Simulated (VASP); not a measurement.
A run of VASP 6.6.1 is set up as follows.

INCAR

```
PREC = Accurate ; ENCUT = 520
EDIFF = 1E-6 ; ISMEAR = 0
SIGMA = 0.02 ; LREAL = Auto
LASPH = T ; NELM = 80
ALGO = Normal ; ISIF = 2
LWAVE = F ; LCHARG = F
GGA = PE ; IVDW = 12
NBANDS = 56
```

File KPOINTS:

```
Automatic mesh
0
Gamma
  2 2 1
```

POSCAR

```
PdC18
1.0
    7.3980000000      0.0000000000      0.0000000000
   -3.6990000000      6.4068560000      0.0000000000
    0.0000000000      0.0000000000     12.0000000000
C Pd
18 1
Direct
   -0.0014833531     -0.0054058043      0.0845792071
    0.2180664403      0.1058353123      0.0814850938
   -0.0014742448      0.3306116880      0.0850250302
    0.2180324664      0.4391226164      0.0818213997
   -0.0026942497      0.6619852968      0.0796595835
    0.2180410647      0.7724685445      0.0816325639
    0.3304338227     -0.0047822947      0.0816294912
    0.5499674882      0.1064160766      0.0847463755
    0.3304359691      0.3285743065      0.0816099747
    0.5511706328      0.4390302562      0.0796333206
    0.3304055787      0.6619072659      0.0816852848
    0.5499257062      0.7703802714      0.0848858126
    0.6617446320     -0.0057522619      0.0935641345
    0.8867446758      0.1067433462      0.0935464789
    0.6638624133      0.3291128901      0.0800802507
    0.8845690852      0.4395253778      0.0802960169
    0.6638991330      0.6615069423      0.0804174967
    0.8846115491      0.7719215073      0.0802260171
    0.7742701899      1.0504118628      0.2634758676
```

Potentials or basis: VASP PAW PBE potentials, release 64 (C, Pd).

Command:

```console
$ cat potpaw_PBE.64/C/POTCAR potpaw_PBE.64/Pd/POTCAR > POTCAR
$ mpirun -np 1 vasp_std > vasp.out
```

(1) Predict the largest force.

(2) Predict the band gap on the k mesh.

(3) Estimate the dispersion energy per atom.

Results:

(1) 0.026 eV/Å.

(2) 0.07 eV.

(3) -0.099 eV.

Caveat: the k points lie up to 0.49 Å⁻¹ apart; there is no dipole correction, which matters where the two faces differ.
